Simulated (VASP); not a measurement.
# WS2 (P1) in VASP: a series of runs

Runs on WS2. Level: PBE+D3(BJ). Tasks: single point.

Everything below comes from runs of VASP 6.6.1. Logs are shortened: lines on timing, memory, paths and dates and some standing lists are left out, and cuts for length are marked.

## Step 1: The cell of the first run

The typed cell holds 6 atoms: a = 3.108 Å, b = 3.024 Å, c = 11.963 Å, α = 89.46°, β = 91.15°, γ = 117.12°.

## Step 2: Single point, PBE+D3(BJ) (atoms moved at random and the cell strained at random)

File INCAR:

```
PREC = Accurate ; ENCUT = 520
EDIFF = 1E-7 ; ISMEAR = 0
SIGMA = 0.05 ; LREAL = F
LASPH = T ; NELM = 80
ALGO = Normal ; ISIF = 2
LWAVE = F ; LCHARG = F
GGA = PE ; IVDW = 12
NBANDS = 35
```

File KPOINTS:

```
Automatic mesh
0
Gamma
  12 12 4
```

File POSCAR:

```
WS2
1.0
    3.1062673079      0.1012214005     -0.0309157303
   -1.4654733497      2.6455952329      0.0145049497
   -0.1215241102     -0.0043252048     11.9626029467
W S
2 4
Direct
    0.3492671003      0.7408000993      0.2555539653
    0.5820267385      0.2079422882      0.7516029378
    0.3719514764      0.7183920141      0.6337898244
    0.7008339838      0.3526232788      0.0999416879
    0.5180818548      0.9162342408      0.9113473551
    0.4778388461      0.0640080788      0.3477642295
```

Potentials or basis: VASP PAW PBE potentials, release 64 (W_sv, S).

On the command line:

```bash
cat potpaw_PBE.64/W_sv/POTCAR potpaw_PBE.64/S/POTCAR > POTCAR
mpirun -np 1 vasp_std > vasp.out
```

OUTCAR:

```text
PREC = Accurate
   ENCUT = 520
   EDIFF = 1E-7
   ISMEAR = 0
   LREAL = F
   LASPH = T
   NELM = 80
   ISIF = 2
   GGA = PE
   IVDW = 12
 IVDW          = 12

 ion  position               nearest neighbor table
   1  0.349  0.741  0.256-   6 1.41   6 2.50   4 2.50   4 2.58   4 2.71   6 2.79
   2  0.582  0.208  0.752-   3 1.93   5 2.07   3 2.37   3 2.65   5 2.96
   3  0.372  0.718  0.634-   2 1.93   2 2.37   2 2.65
   4  0.701  0.353  0.100-   1 2.50   5 2.54   1 2.58   1 2.71
   5  0.518  0.916  0.911-   2 2.07   4 2.54   2 2.96
   6  0.478  0.064  0.348-   1 1.41   1 2.50   1 2.79

 -----------------------------------------------------------------------------
|                                                                             |
|           W    W    AA    RRRRR   N    N  II  N    N   GGGG   !!!           |
|           W    W   A  A   R    R  NN   N  II  NN   N  G    G  !!!           |
|           W    W  A    A  R    R  N N  N  II  N N  N  G       !!!           |
|           W WW W  AAAAAA  RRRRR   N  N N  II  N  N N  G  GGG   !            |
|           WW  WW  A    A  R   R   N   NN  II  N   NN  G    G                |
|           W    W  A    A  R    R  N    N  II  N    N   GGGG   !!!           |
|                                                                             |
|     The distance between some ions is very small. Please check the          |
|     nearest-neighbor list in the OUTCAR file.                               |
|     I HOPE YOU KNOW WHAT YOU ARE DOING!                                     |
|                                                                             |
 -----------------------------------------------------------------------------

  LATTYP: Found a triclinic cell.
 ALAT       =     5.5360772308
 B/A-ratio  =     0.5614209687
 C/A-ratio  =     2.3696216972
 COS(alpha) =     0.0084056331
 COS(beta)  =     0.2070208816
 COS(gamma) =     0.8738194241

  Lattice vectors:

 A1 = (  -4.7470612661,  -2.8480380339,   0.0473265109)
 A2 = (  -3.1062673079,  -0.1012214005,   0.0309157303)
 A3 = (  -0.0537964983,  -5.3880866615, -11.9606971158)

Analysis of symmetry for initial positions (statically):
=====================================================================
 Subroutine PRICEL returns:
 Original cell was already a primitive cell.

 Routine SETGRP: Setting up the symmetry group for a
 triclinic supercell.

 Subroutine GETGRP returns: Found  1 space group operations
 (whereof  1 operations were pure point group operations)
 out of a pool of  2 trial point group operations.

[... 127 lines left out ...]
   NFREE  =      0    steps in history (QN), initial steepest desc. (CG)
   ISIF   =      2    stress and relaxation
   ISYM   =      2    0-nonsym 1-usesym 2-fastsym
   POTIM  = 0.5000    time-step for ionic-motion
   TEBEG  =    0.0;   TEEND  =   0.0 temperature during run
   PSTRESS=    0.0 pullay stress
   NELECT =      52.0000    total number of electrons
   NUPDOWN=      -1.0000    fix difference up-down
   EMIN   =  10.00;   EMAX   =-10.00  energy-range for DOS
   EFERMI =   0.00;   METHOD = LEGACY
   ISMEAR =     0;   SIGMA  =   0.05  broadening in eV -4-tet -1-fermi 0-gaus
   EFERMI_NEDOS =   21; number of points for ismear=-14 and -15
   IALGO  =     38    algorithm
   IMIX   =      4    mixing-type and parameters
     AMIX     =   0.40;   BMIX     =  1.00
     AMIX_MAG =   1.60;   BMIX_MAG =  1.00
  volume/ion in A,a.u.               =      16.68       112.55
  Fermi-wavevector in a.u.,A,eV,Ry     =   1.316148  2.487160 23.568644  1.732246
  Thomas-Fermi vector in A             =   2.446281
   LORBIT       =      0    0 simple, 1 ext, 2 COOP (PROOUT), +10 PAW based schemes
   GGA     = PE    functional components
   LHFCALC =     F    Hartree Fock is set to
   AEXX    =    0.0000 exact exchange contribution
   IVDW    =    12    specifies the selected vdW correction
   LEPSILON=     F    determine dielectric tensor
   LRPA    =     F    only Hartree local field effects (RPA)
 non-spin polarized calculation
 Gauss-broadening in eV      SIGMA  =   0.05
  energy-cutoff  :      520.00
  volume of cell :      100.07
 maximum number of plane-waves:      2724
   NGX = 11   NGY = 11   NGZ = 45

 number of electron      52.0000000 magnetization

 Free energy of the ion-electron system (eV)
  ---------------------------------------------------
  ext. energy  EPLUGINS =         0.00000000
  ---------------------------------------------------
  free energy    TOTEN  =       -15.59479694 eV

  energy without entropy =      -15.59181606  energy(sigma->0) =      -15.59330650

 E-fermi :   8.3866     XC(G=0): -11.1468

 val. band max:        8.3860986516   @ k =   0.3333  -0.0000   0.2500
 cond. band min:       8.3868967604   @ k =   0.3333  -0.0000   0.5000
 fundamental gap:      0.0007981088
 Fermi energy:         8.3866493838

 k-point     1 :       0.0000    0.0000    0.0000
  band No.  band energies     occupation
      1     -66.3405      2.00000
      2     -65.9833      2.00000
      3     -33.8725      2.00000
      4     -30.8022      2.00000
      5     -30.2874      2.00000
      6     -29.9669      2.00000
[... 901 lines left out ...]
     34      12.9029      0.00000
     35      13.9184      0.00000

 [... further k-points ...]

------------------------ aborting loop because EDIFF is reached ----------------------------------------

 Edisp (eV)   -2.74584

 E8    (eV) :    -1.1554

  FORCE on cell =-STRESS in cart. coord.  units (eV):
  Direction    XX          YY          ZZ          XY          YZ          ZX
  --------------------------------------------------------------------------------------
  -------------------------------------------------------------------------------------
  Total       4.60707    71.67676   106.57017    -9.55324    76.77552    -4.41186
  in kB      73.76025  1147.56070  1706.21174  -152.94939  1229.19288   -70.63482
  external pressure =      975.84 kB  Pullay stress =        0.00 kB

 VOLUME and BASIS-vectors are now :
 -----------------------------------------------------------------------------
  energy-cutoff  :      520.00
  volume of cell :      100.07
      direct lattice vectors                 reciprocal lattice vectors
     3.106267308  0.101221401 -0.030915730     0.316254451  0.175164721  0.003276057
    -1.465473350  2.645595233  0.014504950    -0.012098646  0.371284912  0.000011336
    -0.121524110 -0.004325205 11.962602947     0.000831987  0.000002497  0.083602300

 POSITION                                       TOTAL-FORCE (eV/Angst)
 -----------------------------------------------------------------------------------
     -0.03176      1.99411      3.05704         6.596008    -60.476886    -80.398993
      1.41186      0.60579      8.97615        -0.109290     10.630251      5.615151
      0.02558      1.93548      7.58070        -0.374033     -8.308176     -9.287001
      1.64807      1.00341      1.17901        -0.459827     -0.342153      0.866144
      0.15583      2.47248     10.89936         0.456785     -2.641491      3.020772
      1.34823      0.21620      4.14632        -6.109642     61.138456     80.183927
 -----------------------------------------------------------------------------------
    total drift:                                0.000195      0.000162      0.000802

  FREE ENERGIE OF THE ION-ELECTRON SYSTEM (eV)
  ---------------------------------------------------
  free  energy   TOTEN  =       -18.3406349708 eV

  energy  without entropy=      -18.3376540930  energy(sigma->0) =      -18.33914453
```

OSZICAR:

```text
N       E                     dE             d eps       ncg     rms          rms(c)
DAV:   1     0.573689948373E+03    0.57369E+03   -0.28846E+04 21888   0.151E+03
DAV:   2     0.176459648898E+02   -0.55604E+03   -0.53738E+03 23325   0.426E+02
DAV:   3    -0.183485518901E+02   -0.35995E+02   -0.35043E+02 24879   0.106E+02
[... 11 lines left out ...]
DAV:  15    -0.155947887795E+02    0.54100E-04   -0.32632E-04 24511   0.928E-02    0.667E-02
DAV:  16    -0.155947949087E+02   -0.61292E-05   -0.64859E-05 24455   0.424E-02    0.233E-02
DAV:  17    -0.155947955987E+02   -0.68996E-06   -0.14770E-05 24449   0.190E-02    0.125E-02
DAV:  18    -0.155947967014E+02   -0.11027E-05   -0.22595E-06 20773   0.816E-03    0.934E-03
DAV:  19    -0.155947969650E+02   -0.26363E-06   -0.81470E-07 20573   0.498E-03    0.258E-03
DAV:  20    -0.155947969357E+02    0.29322E-07   -0.66865E-08 16369   0.165E-03
   1 F= -.18340635E+02 E0= -.18339145E+02  d E =-.298088E-02
```

It took 7.8 min on 1 thread of Intel Xeon 6975P-C (Granite Rapids), shared host; peak memory 0.81 GiB.

What came out:

- Free energy: -18.3406 eV
- Pressure: 97.6 GPa
- Largest force: 101.018 eV/Å
- Band gap on the k mesh: zero (bands 26 and 27 overlap by 0.76 eV)
- Dispersion energy per atom: -0.458 eV

Forces in eV/Å, atoms in the order of the input:
```
W     6.596 -60.477 -80.399
W    -0.109  10.630   5.615
S    -0.374  -8.308  -9.287
S    -0.460  -0.342   0.866
S     0.457  -2.641   3.021
S    -6.110  61.138  80.184
```

Caveat: the cell differs from its parent crystal (atoms moved at random and the cell strained at random); atoms lie so close that the PAW spheres overlap strongly, which falsifies energies and pressures; the cell stands under pressure; spin-orbit coupling is left out, which moves the levels of the heavy elements; forces of over 1 eV/Å act on the atoms, so gaps and moduli don't describe the material at rest.

## Step 3: Single point, PBE+D3(BJ) (atoms moved at random and the cell strained at random)

File INCAR:

```
PREC = Accurate ; ENCUT = 520
EDIFF = 1E-7 ; ISMEAR = 0
SIGMA = 0.05 ; LREAL = F
LASPH = T ; NELM = 60
ALGO = Normal ; ISIF = 2
LWAVE = F ; LCHARG = T
GGA = PE ; IVDW = 12
LELF = T ; LVHAR = T
NBANDS = 35
```

File KPOINTS:

```
regular mesh
0
Gamma
  12 12 4
```

File POSCAR:

```
WS2
1.0
    3.1791314286      0.0093627653      0.0033034150
   -1.5814573217      2.7629453811      0.0010594846
    0.0129851234      0.0123058779     12.3744408249
W S
2 4
Direct
    0.3104192258      0.6644617087      0.2467619818
    0.6856912387      0.3502859743      0.7504191525
    0.3226960158      0.6800432683      0.6150309904
    0.6873925978      0.3331732669      0.1197989964
    0.3157307568      0.6553066901      0.8890065437
    0.6780701652      0.3167290917      0.3789823353
```

Potentials or basis: VASP PAW PBE potentials, release 64 (W_sv, S).

On the command line:

```bash
cat potpaw_PBE.64/W_sv/POTCAR potpaw_PBE.64/S/POTCAR > POTCAR
mpirun -np 1 vasp_std > vasp.out
```

OUTCAR:

```text
PREC = Accurate
   ENCUT = 520
   EDIFF = 1E-7
   ISMEAR = 0
   LREAL = F
   LASPH = T
   NELM = 60
   ISIF = 2
   GGA = PE
   IVDW = 12
 IVDW          = 12

 ion  position               nearest neighbor table
   1  0.310  0.664  0.247-   4 2.34   6 2.39   4 2.43   6 2.44   4 2.50   6 2.56
   2  0.686  0.350  0.750-   3 2.43   5 2.45   3 2.50   5 2.53   3 2.54   5 2.58
   3  0.323  0.680  0.615-   2 2.43   2 2.50   2 2.54
   4  0.687  0.333  0.120-   1 2.34   1 2.43   1 2.50
   5  0.316  0.655  0.889-   2 2.45   2 2.53   2 2.58
   6  0.678  0.317  0.379-   1 2.39   1 2.44   1 2.56
[... 1127 lines left out ...]
  -------------------------------------------------------------------------------------
  Total      -4.55300    -5.14423    -8.93323     0.54969     1.10576    -0.03916
  in kB     -66.99951   -75.69974  -131.45656     8.08901    16.27178    -0.57625
  external pressure =      -91.39 kB  Pullay stress =        0.00 kB

 VOLUME and BASIS-vectors are now :
 -----------------------------------------------------------------------------
  energy-cutoff  :      520.00
  volume of cell :      108.88
      direct lattice vectors                 reciprocal lattice vectors
     3.179131429  0.009362765  0.003303415     0.314022503  0.179740696 -0.000508264
    -1.581457322  2.762945381  0.001059485    -0.001063752  0.361323864 -0.000358206
     0.012985123  0.012305878 12.374440825    -0.000083739 -0.000078919  0.080811899

 POSITION                                       TOTAL-FORCE (eV/Angst)
 -----------------------------------------------------------------------------------
     -0.06075      1.84181      3.05527         2.462472     -0.204170      0.968792
      1.63568      0.98348      9.28865        -1.192064     -0.651598      0.427998
     -0.04158      1.88951      7.61245         0.689180      0.138144      1.867443
      1.65997      0.92845      1.48507        -1.342416     -0.076226      0.084733
     -0.02105      1.82447     11.00270         0.509257      0.500037     -2.333414
      1.65970      0.88612      4.69227        -1.126430      0.293813     -1.015552
 -----------------------------------------------------------------------------------
    total drift:                                0.000004     -0.000056     -0.000180

  FREE ENERGIE OF THE ION-ELECTRON SYSTEM (eV)
  ---------------------------------------------------
  free  energy   TOTEN  =       -49.1783400566 eV

  energy  without entropy=      -49.1783400566  energy(sigma->0) =      -49.17834006
```

OSZICAR:

```text
N       E                     dE             d eps       ncg     rms          rms(c)
DAV:   1     0.505532415639E+03    0.50553E+03   -0.28327E+04 22360   0.148E+03
DAV:   2    -0.164106820009E+02   -0.52194E+03   -0.50343E+03 23413   0.405E+02
DAV:   3    -0.488205664692E+02   -0.32410E+02   -0.31748E+02 25379   0.956E+01
DAV:   4    -0.496332265544E+02   -0.81266E+00   -0.80839E+00 24882   0.158E+01
DAV:   5    -0.496492369848E+02   -0.16010E-01   -0.15998E-01 24819   0.237E+00    0.336E+01
DAV:   6    -0.472259540816E+02    0.24233E+01   -0.98525E+00 23314   0.209E+01    0.148E+01
DAV:   7    -0.469589652803E+02    0.26699E+00   -0.43327E+00 22017   0.109E+01    0.681E+00
DAV:   8    -0.466728737338E+02    0.28609E+00   -0.65084E-01 22792   0.553E+00    0.231E+00
DAV:   9    -0.466768993777E+02   -0.40256E-02   -0.88154E-02 23869   0.153E+00    0.116E+00
DAV:  10    -0.466735260295E+02    0.33733E-02   -0.13760E-02 22901   0.751E-01    0.421E-01
DAV:  11    -0.466733166223E+02    0.20941E-03   -0.29083E-03 23696   0.342E-01    0.826E-02
DAV:  12    -0.466732415835E+02    0.75039E-04   -0.48926E-04 22861   0.132E-01    0.437E-02
DAV:  13    -0.466732530685E+02   -0.11485E-04   -0.51869E-05 24830   0.372E-02    0.352E-02
DAV:  14    -0.466732646117E+02   -0.11543E-04   -0.11161E-05 22552   0.203E-02    0.105E-02
DAV:  15    -0.466732651918E+02   -0.58015E-06   -0.20929E-06 24295   0.762E-03    0.362E-03
DAV:  16    -0.466732653833E+02   -0.19143E-06   -0.43358E-07 20655   0.375E-03    0.152E-03
DAV:  17    -0.466732653858E+02   -0.25520E-08   -0.82394E-08 15392   0.159E-03
   1 F= -.49178340E+02 E0= -.49178340E+02  d E =-.115515E-18
```

It took 28 min on 1 thread of Oxide Virtual Turin-like, shared host; peak memory 0.84 GiB.

What came out:

```
Free energy                : -49.1783 eV
Pressure                   : -9.1 GPa
Largest force              : 2.654 eV/Å
Band gap on the k mesh     : 0.82 eV (least direct gap 1.68 eV)
Dispersion energy per atom : -0.418 eV
```

Forces on the atoms (eV/Å):
```
W    2.462 -0.204  0.969
W   -1.192 -0.652  0.428
S    0.689  0.138  1.867
S   -1.342 -0.076  0.085
S    0.509  0.500 -2.333
S   -1.126  0.294 -1.016
```

Stress tensor (GPa, compression positive):
```
 -6.70   0.81  -0.06
  0.81  -7.57   1.63
 -0.06   1.63 -13.15
```

Levels at points of the mesh, in eV from the valence-band top:
| k point | band 24 | band 25 | band 26 | band 27 | band 28 | band 29 |
| --- | --- | --- | --- | --- | --- | --- |
| (0.00, 0.00, 0.00) | -1.15 | -1.07 | 0.00 | 1.68 | 1.84 | 1.98 |
| (0.50, 0.00, 0.00) | -1.57 | -1.38 | -1.16 | 2.27 | 2.47 | 2.58 |
| (0.00, 0.50, 0.00) | -1.65 | -1.02 | -0.97 | 2.31 | 2.46 | 2.58 |
| (0.50, 0.50, 0.00) | -1.60 | -1.12 | -1.02 | 2.41 | 2.46 | 2.56 |
| (0.00, 0.00, 0.50) | -1.12 | -0.38 | -0.16 | 1.68 | 1.89 | 2.01 |
| (0.50, 0.00, 0.50) | -1.52 | -1.28 | -1.28 | 2.27 | 2.47 | 2.74 |
| (0.00, 0.50, 0.50) | -1.61 | -1.02 | -0.99 | 2.31 | 2.50 | 2.70 |
| (0.50, 0.50, 0.50) | -1.64 | -1.11 | -1.04 | 2.45 | 2.53 | 2.68 |

Caveat: the cell differs from its parent crystal (atoms moved at random and the cell strained at random); the cell stands under tension; spin-orbit coupling is left out, which moves the levels of the heavy elements; forces of over 1 eV/Å act on the atoms, so gaps and moduli don't describe the material at rest. A k mesh can miss the band edges.
